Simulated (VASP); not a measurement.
# C (Im-3m) in VASP: further runs

The runs below take C through single point, relaxation of cell and atoms, with RPBE.

Program: VASP 6.6.1. These are calculated values, not measurements. Logs are shortened: lines on timing, memory, paths and dates and some standing lists are left out, and cuts for length are marked.

### Step 1. The cell of the first run

It takes space group Im-3m (No. 229, cubic). The conventional cell has a = 2.482 Å, b = 2.482 Å, c = 2.482 Å, α = 90.00°, β = 90.00°, γ = 90.00°. C (site symmetry m-3m) has 14 C at 2.15 to 2.48 Å within 2.8 Å.

### Step 2. Single point, RPBE (volume scaled by 1.12)

INCAR

```
ALGO = Normal
EDIFF = 1E-6
ENCUT = 520
GGA = RP
ISIF = 2
ISMEAR = -1
LASPH = T
LCHARG = F
LREAL = F
LWAVE = F
NBANDS = 8
NELM = 100
PREC = Accurate
SIGMA = 0.1
```

KPOINTS

```
k-points
0
Gamma
  21 21 21
```

POSCAR

```
C
1.0
   -1.2412255342      1.2412255342      1.2412255342
    1.2412255342     -1.2412255342      1.2412255342
    1.2412255342      1.2412255342     -1.2412255342
C
1
Direct
    0.0000000000      0.0000000000      0.0000000000
```

Potentials or basis: VASP PAW PBE potentials, release 64 (C).

The run is started by

```console
$ cat potpaw_PBE.64/C/POTCAR > POTCAR
$ mpirun -np 1 vasp_std > vasp.out
```

OUTCAR:

```text
EDIFF = 1E-6
   ENCUT = 520
   GGA = RP
   ISIF = 2
   ISMEAR = -1
   LASPH = T
   LREAL = F
   NELM = 100
   PREC = Accurate

 ion  position               nearest neighbor table
   1  0.000  0.000  0.000-

  LATTYP: Found a body centered cubic cell.
 ALAT       =     2.4824510684

  Lattice vectors:

 A1 = (  -1.2412255342,   1.2412255342,   1.2412255342)
 A2 = (   1.2412255342,  -1.2412255342,   1.2412255342)
 A3 = (   1.2412255342,   1.2412255342,  -1.2412255342)

Analysis of symmetry for initial positions (statically):
=====================================================================
 Subroutine PRICEL returns:
 Original cell was already a primitive cell.

 Routine SETGRP: Setting up the symmetry group for a
 body centered cubic supercell.

 Subroutine GETGRP returns: Found 48 space group operations
 (whereof 48 operations were pure point group operations)
 out of a pool of 48 trial point group operations.

The static configuration has the point symmetry O_h .

Analysis of symmetry for dynamics (positions and initial velocities):
=====================================================================
 Subroutine PRICEL returns:
 Original cell was already a primitive cell.

 Routine SETGRP: Setting up the symmetry group for a
 body centered cubic supercell.

 Subroutine GETGRP returns: Found 48 space group operations
 (whereof 48 operations were pure point group operations)
 out of a pool of 48 trial point group operations.

The dynamic configuration has the point symmetry O_h .

 Subroutine INISYM returns: Found 48 space group operations
 (whereof 48 operations are pure point group operations),
 and found     1 'primitive' translations

----------------------------------------------------------------------------------------

                                     Primitive cell

  volume of cell :       7.6491

  direct lattice vectors                    reciprocal lattice vectors
    -1.241225534  1.241225534  1.241225534     0.000000000  0.402827678  0.402827678
     1.241225534 -1.241225534  1.241225534     0.402827678  0.000000000  0.402827678
     1.241225534  1.241225534 -1.241225534     0.402827678  0.402827678  0.000000000

  length of vectors
     2.149865689  2.149865689  2.149865689     0.569684366  0.569684366  0.569684366

  position of ions in fractional coordinates (direct lattice)
     0.000000000  0.000000000  0.000000000

  ion indices of the primitive-cell ions
   primitive index   ion index
                 1           1

----------------------------------------------------------------------------------------

 KPOINTS: k-points

Automatic generation of k-mesh.
 Grid dimensions read from file:
 generate k-points for:   21   21   21

 Generating k-lattice:

  Cartesian coordinates                     Fractional coordinates (reciprocal lattice)
     0.000000000  0.019182270  0.019182270     0.047619048  0.000000000  0.000000000
     0.019182270  0.000000000  0.019182270     0.000000000  0.047619048  0.000000000
     0.019182270  0.019182270  0.000000000     0.000000000  0.000000000  0.047619048

  Length of vectors
     0.027127827  0.027127827  0.027127827

  Shift w.r.t. Gamma in fractional coordinates (k-lattice)
     0.000000000  0.000000000  0.000000000

 Subroutine IBZKPT returns following result:
 ===========================================

 Found    286 irreducible k-points:

 Following reciprocal coordinates:
            Coordinates               Weight
  0.000000  0.000000  0.000000      1.000000
  0.047619  0.000000  0.000000     12.000000
  0.095238  0.000000  0.000000     12.000000
  0.142857  0.000000  0.000000     12.000000
  0.190476  0.000000  0.000000     12.000000
  0.238095  0.000000  0.000000     12.000000
[... 16 lines left out ...]
  0.142857  0.095238  0.000000     48.000000
  0.190476  0.095238  0.000000     48.000000
 [... further k-points ...]
   k-points           NKPTS =    286   k-points in BZ     NKDIM =    286   number of bands    NBANDS=      8
   number of dos      NEDOS =    301   number of ions     NIONS =      1
   total plane-waves  NPLWV =   4096
   dimension x,y,z NGX =    16 NGY =   16 NGZ =   16
   dimension x,y,z NGXF=    32 NGYF=   32 NGZF=   32
   ions per type =               1
   NGX,Y,Z   is equivalent  to a cutoff of  12.37, 12.37, 12.37 a.u.
   NGXF,Y,Z  is equivalent  to a cutoff of  24.75, 24.75, 24.75 a.u.
 SYSTEM =  unknown system
   PREC   = accura    normal or accurate (medium, high low for compatibility)
   ISTART =      0    job   : 0-new  1-cont  2-samecut
   ICHARG =      2    charge: 1-file 2-atom 10-const
   ISPIN  =      1    spin polarized calculation?
   LNONCOLLINEAR =      F non collinear calculations
   LSORBIT =      F    spin-orbit coupling
   LASPH  =      T    aspherical Exc in radial PAW
   ENCUT  =  520.0 eV  38.22 Ry    6.18 a.u.   4.00  4.00  4.00*2*pi/ulx,y,z
   NELM   =    100;   NELMIN=  2; NELMDL= -5     # of ELM steps
   EDIFF  = 0.1E-05   stopping-criterion for ELM
   LREAL  =      F    real-space projection
   EDIFFG = 0.1E-04   stopping-criterion for IOM
   NSW    =      0    number of steps for IOM
   IBRION =     -1    ionic relax: 0-MD 1-quasi-New 2-CG
   NFREE  =      0    steps in history (QN), initial steepest desc. (CG)
   ISIF   =      2    stress and relaxation
   ISYM   =      2    0-nonsym 1-usesym 2-fastsym
   POTIM  = 0.5000    time-step for ionic-motion
   TEBEG  =    0.0;   TEEND  =   0.0 temperature during run
   PSTRESS=    0.0 pullay stress
   NELECT =       4.0000    total number of electrons
   NUPDOWN=      -1.0000    fix difference up-down
   EMIN   =  10.00;   EMAX   =-10.00  energy-range for DOS
   EFERMI =   0.00;   METHOD = LEGACY
   ISMEAR =    -1;   SIGMA  =   0.10  broadening in eV -4-tet -1-fermi 0-gaus
   EFERMI_NEDOS =   21; number of points for ismear=-14 and -15
   IALGO  =     38    algorithm
   IMIX   =      4    mixing-type and parameters
     AMIX     =   0.40;   BMIX     =  1.00
     AMIX_MAG =   1.60;   BMIX_MAG =  1.00
  volume/ion in A,a.u.               =       7.65        51.62
  Fermi-wavevector in a.u.,A,eV,Ry     =   1.318937  2.492430 23.668633  1.739595
  Thomas-Fermi vector in A             =   2.448871
   LORBIT       =      0    0 simple, 1 ext, 2 COOP (PROOUT), +10 PAW based schemes
   GGA     = RP    functional components
   LHFCALC =     F    Hartree Fock is set to
   AEXX    =    0.0000 exact exchange contribution
   IVDW    =     0    specifies the selected vdW correction
   LEPSILON=     F    determine dielectric tensor
   LRPA    =     F    only Hartree local field effects (RPA)
 non-spin polarized calculation
  energy-cutoff  :      520.00
  volume of cell :        7.65
 maximum number of plane-waves:       228
   NGX =  7   NGY =  7   NGZ =  7

 number of electron       4.0000000 magnetization

 Free energy of the ion-electron system (eV)
  ---------------------------------------------------
  ext. energy  EPLUGINS =         0.00000000
  ---------------------------------------------------
  free energy    TOTEN  =        -4.42529061 eV

  energy without entropy =       -4.41067491  energy(sigma->0) =       -4.41798276

 E-fermi :   6.8056     XC(G=0): -12.4385

 val. band max:        6.7981199993   @ k =   0.3810   0.1905   0.0476
 cond. band min:       6.8126271429   @ k =  -0.4286  -0.4286   0.0952
 fundamental gap:      0.0145071436
 Fermi energy:         6.8055840925

 k-point     1 :       0.0000    0.0000    0.0000
  band No.  band energies     occupation
      1     -11.1258      2.00000
      2      14.7859      0.00000
      3      14.7859      0.00000
      4      14.7859      0.00000
      5      37.6246      0.00000
      6      37.9273      0.00000
      7      37.9273      0.00000
      8      37.9273      0.00000

 k-point     2 :       0.0476    0.0000    0.0000
  band No.  band energies     occupation
      1     -11.0330      2.00000
      2      14.5579      0.00000
      3      14.6657      0.00000
      4      14.7626      0.00000
      5      37.2355      0.00000
      6      37.2513      0.00000
      7      37.6817      0.00000
      8      38.2430      0.00000

 k-point     3 :       0.0952    0.0000    0.0000
  band No.  band energies     occupation
      1     -10.7547      2.00000
      2      13.8821      0.00000
      3      14.3277      0.00000
      4      14.6939      0.00000
      5      35.2670      0.00000
      6      35.8549      0.00000
      7      37.7886      0.00000
      8      39.1652      0.00000

 k-point     4 :       0.1429    0.0000    0.0000
  band No.  band energies     occupation
      1     -10.2915      2.00000
      2      12.7901      0.00000
      3      13.8321      0.00000
      4      14.5845      0.00000
      5      33.1128      0.00000
      6      34.3539      0.00000
      7      37.9311      0.00000
      8      39.5709      0.00000

 k-point     5 :       0.1905    0.0000    0.0000
  band No.  band energies     occupation
      1      -9.6450      2.00000
      2      11.3371      0.00000
      3      13.2507      0.00000
      4      14.4422      0.00000
      5      31.2631      0.00000
      6      32.9505      0.00000
      7      38.0870      0.00000
      8      39.1829      0.00000
[... 177 lines left out ...]
 k-point    22 :       0.0952    0.0952    0.0000
  band No.  band energies     occupation
      1     -10.0142      2.00000
      2      12.3192      0.00000
      3      13.5946      0.00000
      4      14.2787      0.00000
      5      32.6182      0.00000
      6      33.4297      0.00000
      7      37.7117      0.00000
      8      38.9358      0.00000

 k-point    23 :       0.1429    0.0952    0.0000
  band No.  band energies     occupation
      1      -9.3686      2.00000
      2      11.0996      0.00000
      3      12.8635      0.00000
      4      14.0518      0.00000
      5      31.2033      0.00000
      6      32.3255      0.00000
      7      37.6953      0.00000
      8      39.0204      0.00000

 k-point    24 :       0.1905    0.0952    0.0000
  band No.  band energies     occupation
      1      -8.5421      2.00000
      2       9.5657      0.00000
      3      12.0928      0.00000
      4      13.8287      0.00000
      5      29.9995      0.00000
      6      31.4347      0.00000
      7      37.6158      0.00000
      8      39.3826      0.00000

 [... further k-points ...]
[... 5 lines left out ...]
  --------------------------------------------------------------------------------------
  -------------------------------------------------------------------------------------
  Total       -0.7098927     -0.7098927     -0.7098927     -0.0000000     -0.0000000      0.0000000
  in kB     -148.6932265   -148.6932265   -148.6932265     -0.0000000     -0.0000000      0.0000000
  external PRESSURE =    -148.6932265 kB  Pullay stress =       0.0000000 kB

 VOLUME and BASIS-vectors are now :
 -----------------------------------------------------------------------------
  energy-cutoff  :      520.00
  volume of cell :        7.65
      direct lattice vectors                 reciprocal lattice vectors
    -1.241225534  1.241225534  1.241225534     0.000000000  0.402827678  0.402827678
     1.241225534 -1.241225534  1.241225534     0.402827678  0.000000000  0.402827678
     1.241225534  1.241225534 -1.241225534     0.402827678  0.402827678  0.000000000

 POSITION                                       TOTAL-FORCE (eV/Angst)
 -----------------------------------------------------------------------------------
      0.00000      0.00000      0.00000         0.000000     -0.000000     -0.000000
 -----------------------------------------------------------------------------------
    total drift:                                0.000000      0.000000     -0.000000

  FREE ENERGIE OF THE ION-ELECTRON SYSTEM (eV)
  ---------------------------------------------------
  free  energy   TOTEN  =        -4.4252906118 eV

  energy  without entropy=       -4.4106749105  energy(sigma->0) =       -4.41798276
```

It took 4 s on 1 thread of Intel Xeon Platinum 8559C (Emerald Rapids), shared host; peak memory 0.12 GiB.

Results:

| Item | Value |
| --- | --- |
| Free energy | -4.4253 eV |
| Pressure | -14.9 GPa |
| Band gap on the k mesh | zero (band 2 reaches 14.79 eV, above the bottom of band 3 at 2.60 eV) |

Caveat: the cell differs from its parent crystal (volume scaled by 1.12); the PAW data sets were made with another functional, which shifts forces and pressure a little.

### Step 3. Relaxation of cell and atoms, RPBE

This run uses another cell than the first one, of 6.62 Å³/atom, 0.865 times its volume.

INCAR

```
SYSTEM = C
ALGO = Normal
EDIFF = 1E-7
EDIFFG = -0.01
ENCUT = 600
GGA = RP
IBRION = 2
ISIF = 3
ISMEAR = -1
LASPH = .True.
LCHARG = .False.
LREAL = .False.
LWAVE = .False.
NELM = 60
NSW = 80
PREC = Accurate
SIGMA = 0.1
```

KPOINTS

```
k-points
0
Gamma
  18 18 18
  0 0 0
```

POSCAR

```
C
1.0
   -1.1826249197      1.1826249197      1.1826249197
    1.1826249197     -1.1826249197      1.1826249197
    1.1826249197      1.1826249197     -1.1826249197
C
1
Direct
    0.0000000000      0.0000000000      0.0000000000
```

Potentials or basis: VASP PAW PBE potentials, release 64 (C).

The run is started by

```console
$ cat potpaw_PBE.64/C/POTCAR > POTCAR
$ mpirun -np 1 vasp_std > vasp.out
```

Wall time 4.9 s (1 thread of Intel Xeon Platinum 8559C (Emerald Rapids), shared host); peak memory 0.11 GiB.

Results (log left out):

```
Free energy                            : -4.4689 eV
Relaxed volume                         : 6.82 Å³/atom
Relaxed cell                           : a = 2.069 Å, b = 2.069 Å, c = 2.069 Å, α = 109.47°, β = 109.47°, γ = 109.47°
Space group after relaxing (to 0.05 Å) : Im-3m (No. 229)
Energy gained by relaxing              : 3.5 meV/atom
Ionic steps                            : 3
Pressure after relaxing                : 0.0 GPa
Band gap on the k mesh                 : zero (band 2 reaches 17.28 eV, above the bottom of band 3 at 3.40 eV)
```

The path:
| step | energy change (eV) | largest force (eV/Å) | pressure (GPa) | volume (Å³) |
| --- | --- | --- | --- | --- |
| 1 | 0.0000 | 0.0000 | 5.62 | 6.62 |
| 2 | -0.0035 | 0.0000 | -0.46 | 6.84 |
| 3 | -0.0035 | 0.0000 | 0.00 | 6.82 |

Final structure:
```cif
data_structure
_symmetry_space_group_name_H-M 'P 1'
_symmetry_Int_Tables_number 1
_cell_length_a 2.0694
_cell_length_b 2.0694
_cell_length_c 2.0694
_cell_angle_alpha 109.471
_cell_angle_beta 109.471
_cell_angle_gamma 109.471
_cell_volume 6.82
loop_
_atom_site_label
_atom_site_type_symbol
_atom_site_fract_x
_atom_site_fract_y
_atom_site_fract_z
_atom_site_occupancy
C1 C 0.00000 0.00000 0.00000 1
```

Levels at points of the mesh, in eV from the Fermi level:
```
           k point  band 1  band 2  band 3  band 4  band 5
(0.00, 0.00, 0.00)  -19.43    8.93    8.93    8.93   32.79
(0.50, 0.00, 0.00)   -8.69   -8.66    4.36    7.56   21.31
(0.50, 0.50, 0.50)   -1.52   -1.52   -1.52    0.23   11.90
```

Caveat: the PAW data sets were made with another functional, which shifts forces and pressure a little.

### Step 4. Single point, RPBE

This run uses another cell than the first one, of 6.83 Å³/atom, 0.893 times its volume.

INCAR

```
SYSTEM = C
  ALGO = Normal
  EDIFF = 1E-7
  ENCUT = 520
  GGA = RP
  ISIF = 2
  ISMEAR = -1
  LASPH = .True.
  LCHARG = .False.
  LREAL = .False.
  LWAVE = .False.
  NBANDS = 8
  NELM = 80
  PREC = Accurate
  SIGMA = 0.1
```

KPOINTS

```
k-points
0
Gamma
  30 30 30
  0 0 0
```

POSCAR

```
C
1.0
   -1.1952113087      1.1952113087      1.1952113087
    1.1952113087     -1.1952113087      1.1952113087
    1.1952113087      1.1952113087     -1.1952113087
C
1
Direct
    0.0000000000      0.0000000000      0.0000000000
```

The run is started by

```console
$ cat potpaw_PBE.64/C/POTCAR > POTCAR
$ mpirun -np 1 vasp_std > vasp.out
```

Run time: 9.4 s. Hardware: 1 thread of Intel Xeon Platinum 8559C (Emerald Rapids), shared host; peak memory 0.13 GiB.

Results (log left out):

```yaml
Free_energy: -4.4680 eV
Pressure: 0.0 GPa
Band_gap_on_the_k_mesh: zero (band 2 reaches 17.25 eV, above the bottom of band 3 at 3.39 eV)
```

Levels at points of the mesh, in eV from the Fermi level:
```tsv
k point	band 1	band 2	band 3	band 4	band 5
(0.00, 0.00, 0.00)	-19.38	8.97	8.97	8.97	32.81
(0.50, 0.00, 0.00)	-8.64	-8.62	4.40	7.60	21.34
(0.50, 0.50, 0.50)	-1.48	-1.48	-1.48	0.26	11.94
```

Caveat: the PAW data sets were made with another functional, which shifts forces and pressure a little.

### Step 5. The runs side by side

| task | cell | k mesh | cutoff (eV) | gap on the mesh (eV) | pressure (GPa) |
| --- | --- | --- | --- | --- | --- |
| single point | a = 2.150 Å, angles 109.5°, 1 atom | 21 × 21 × 21 | 520 | none | -14.9 |
| relaxation of cell and atoms | relaxed from a = 2.048 Å, angles 109.5°, 1 atom | 18 × 18 × 18 | 600 | none | 0.0 |
| single point | a = 2.070 Å, angles 109.5°, 1 atom | 30 × 30 × 30 | 520 | none | 0.0 |

Alike in all rows: level RPBE; potentials or basis VASP PAW PBE potentials, release 64 (C); no spin polarisation; smearing fermi-dirac 0.1 eV.

Caveats: the PAW data sets were made with another functional, which shifts forces and pressure a little.

Absolute energies hang on the potentials; compare differences alone.
